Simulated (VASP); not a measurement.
A run of VASP 6.6.1 is set up as follows.

The input INCAR:

```
PREC     = Accurate       # precision mode
ENCUT    = 520            # plane-wave cutoff, eV
EDIFF    = 1E-6           # SCF threshold, eV
ISMEAR   = 0              # smearing method
SIGMA    = 0.05           # smearing width, eV
LREAL    = False          # projectors in reciprocal space
LASPH    = True           # aspherical terms in the spheres
NELM     = 60             # most SCF steps
ALGO     = Normal         # electronic algorithm
ISIF     = 2              # what is computed and relaxed
LWAVE    = False          # write WAVECAR
LCHARG   = True           # write CHGCAR
GGA      = PE             # functional
LELF     = True           # ELF
LVHAR    = True         
NBANDS   = 15             # bands
```

The input KPOINTS:

```
Automatic mesh
0
Gamma
  6 6 6
```

Contents of POSCAR:

```
KI
1.0
    0.0000000000      3.5245500000      3.4188135000
    3.5245500000      0.0000000000      3.4188135000
    3.5245500000      3.5245500000      0.0000000000
K I
1 1
Direct
    0.0000000000      0.0000000000      0.0000000000
    0.5000000000      0.5000000000      0.5000000000
```

Potentials or basis: VASP PAW PBE potentials, release 64 (K_sv, I).

Launch:

```console
$ cat potpaw_PBE.64/K_sv/POTCAR potpaw_PBE.64/I/POTCAR > POTCAR
$ mpirun -np 1 vasp_std > vasp.out
```

What does it give for the pressure?

1.2 GPa.

Estimate the band gap on the k mesh.

4.04 eV, direct.

Stress tensor (GPa, compression positive):
```
0.86 0.00 0.00
0.00 0.86 0.00
0.00 0.00 1.91
```

Caveat: the cell differs from its parent crystal (strain -0.0300 x Voigt [0, 0, 1, 0, 0, 0]); spin-orbit coupling is left out, which moves the levels of the heavy elements.
